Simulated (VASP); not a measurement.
Si2Mo, 6 atoms in the cell. The structure is tetragonal, space group I4/mmm (No. 139). Conventional cell: a = 3.234 Å, b = 3.234 Å, c = 7.637 Å, α = 90.00°, β = 90.00°, γ = 90.00°. Within 3.3 Å of Si (site symmetry 4mm) lie 9 Si at 2.52 to 3.23 Å and 5 Mo at 2.56 to 2.61 Å. Mo (site symmetry 4/mmm) has 10 Si at 2.56 to 2.61 Å and 4 Mo at 3.23 Å within 3.4 Å.  This cell differs from its parent crystal: uniaxial strain along c: -3.0 %, then relaxed in part.

| Item | Value |
| --- | --- |
| Program | VASP 6.6.1 |
| Task | single point |
| Functional | PBE |
| Potentials or basis | VASP PAW PBE potentials, release 64 (Si, Mo_sv) |
| Cutoff | 520 eV |
| k mesh | 12 × 12 × 6 |
| Occupations | gaussian, width 0.1 eV |
| Spin | no spin polarisation |
| Dipole correction | no |
| Further INCAR settings | ALGO = Normal; EDIFF = 1e-06; NBANDS = 31 |

Potentials or basis: VASP PAW PBE potentials, release 64 (Si, Mo_sv).

The run is started by

```sh
$ cat potpaw_PBE.64/Si/POTCAR potpaw_PBE.64/Mo_sv/POTCAR > POTCAR
$ mpirun -np 1 vasp_std > vasp.out
```

Hardware: 1 thread of Intel(R) Xeon(R) 6975P-C (Granite Rapids), on a shared host.

Task: Estimate the wall time of this run.

Result: It took 92 s on 1 thread of Intel(R) Xeon(R) 6975P-C (Granite Rapids) (shared host), peak memory 0.32 GiB. Counts: scf iterations 13, k points 112.
